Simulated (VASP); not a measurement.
Write the native input for VASP 6.6.1 that does the following.

| Quantity | Value |
| --- | --- |
| Task | relaxation of cell and atoms |
| Functional | PBE |
| Potentials or basis | VASP PAW PBE potentials, release 64 (Ge_d, Te, S) |
| Cutoff | 600 eV |
| k mesh | 3 × 3 × 6 |
| Occupations | gaussian, width 0.1 eV |
| Spin | no spin polarisation |
| Dipole correction | no |
| Further INCAR settings | ALGO = Normal; EDIFF = 1e-06; IBRION = 2; EDIFFG = -0.04; NSW = 90; ISIF = 3 |

The structure of Ge3Te2S lies in POSCAR:

```
Ge3Te2S
1.0
    9.7884751629      0.0000000000      0.0000000000
   -4.8942375814      8.4770681554      0.0000000000
    0.0000000000      0.0000000000      2.8577117176
Ge Te S
3 2 1
Direct
    0.5000000000      0.0000000000      0.5000000000
    0.0000000000      0.5000000000      0.5000000000
    0.5000000000      0.5000000000      0.5000000000
    0.3333333333      0.6666666667      0.5000000000
    0.6666666667      0.3333333333      0.5000000000
    0.0000000000      0.0000000000      0.5000000000
```

The cell was generated, and may not be a known phase.

The input as run:

INCAR

```
PREC = Accurate
ENCUT = 600
EDIFF = 1E-6
ISMEAR = 0
SIGMA = 0.1
LREAL = False
LASPH = True
NELM = 100
ALGO = Normal
ISIF = 3
LWAVE = False
LCHARG = False
GGA = PE
IBRION = 2
NSW = 90
EDIFFG = -0.04
```

KPOINTS

```
Automatic mesh
0
Gamma
  3 3 6
```

Potentials or basis: VASP PAW PBE potentials, release 64 (Ge_d, Te, S).

Command:

```bash
$ cat potpaw_PBE.64/Ge_d/POTCAR potpaw_PBE.64/Te/POTCAR potpaw_PBE.64/S/POTCAR > POTCAR
$ mpirun -np 1 vasp_std > vasp.out
```

Results of the run:

```
Relaxed volume                        : 39.35 Å³/atom
Relaxed cell                          : a = 10.144 Å, b = 10.144 Å, c = 2.649 Å, α = 90.00°, β = 90.00°, γ = 120.00°
Space group after relaxing (to 0.1 Å) : P6/mmm (No. 191)
Energy gained by relaxing             : 66.9 meV/atom
Ionic steps                           : 8
Pressure after relaxing               : 0.0 GPa
Band gap on the k mesh                : zero (bands 30 and 31 overlap by 0.97 eV)
```

Caveat: the k points lie up to 0.40 Å⁻¹ apart in the final cell, too coarse for converged energies and pressures of a metal; spin-orbit coupling is left out, which moves the levels of the heavy elements.

Run time: 16 min on 1 thread of Intel Xeon 8259CL, on a shared host, peak memory 0.51 GiB.
